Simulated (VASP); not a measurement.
Set up this calculation in VASP 6.6.1, as the native input.

| Property | Result |
| --- | --- |
| Task | single point |
| Functional | PBE |
| Potentials or basis | VASP PAW PBE potentials, release 64 (Mo_sv) |
| Cutoff | 520 eV |
| k mesh | 15 × 15 × 8 |
| Occupations | fermi-dirac, width 0.08 eV |
| Spin | no spin polarisation |
| Dipole correction | no |
| Further INCAR settings | ALGO = Normal; EDIFF = 1e-06; NBANDS = 21 |

The structure of Mo lies in POSCAR:

```
Mo
1.0
    2.3792751597      0.0000000000      0.0000000000
   -1.1896375798      2.0605127309      0.0000000000
    0.0000000000      0.0000000000      3.8126140305
Mo
2
Direct
    0.3333333333      0.6666666667      0.2500000000
    0.6666666667      0.3333333333      0.7500000000
```

This cell differs from its parent crystal: volume scaled by 0.58.

The input as run:

INCAR

```
SYSTEM = Mo
ALGO = Normal
EDIFF = 1E-6
ENCUT = 520
GGA = PE
ISIF = 2
ISMEAR = -1
LASPH = .True.
LCHARG = .True.
LELF = .True.
LREAL = .False.
LVHAR = .True.
LWAVE = .False.
NBANDS = 21
NELM = 80
PREC = Accurate
SIGMA = 0.08
```

KPOINTS

```
k-points
0
Gamma
  15 15 8
  0 0 0
```

Potentials or basis: VASP PAW PBE potentials, release 64 (Mo_sv).

Run with:

```sh
$ cat potpaw_PBE.64/Mo_sv/POTCAR > POTCAR
$ mpirun -np 1 vasp_std > vasp.out
```

It gave:

```yaml
Pressure: 368.8 GPa
Band_gap_on_the_k_mesh: zero (band 14 reaches 24.97 eV, above the bottom of band 15 at 20.33 eV)
```

Run time: 24 s on 1 thread of Intel Xeon 6975P-C, with other jobs on the host, peak memory 0.16 GiB.
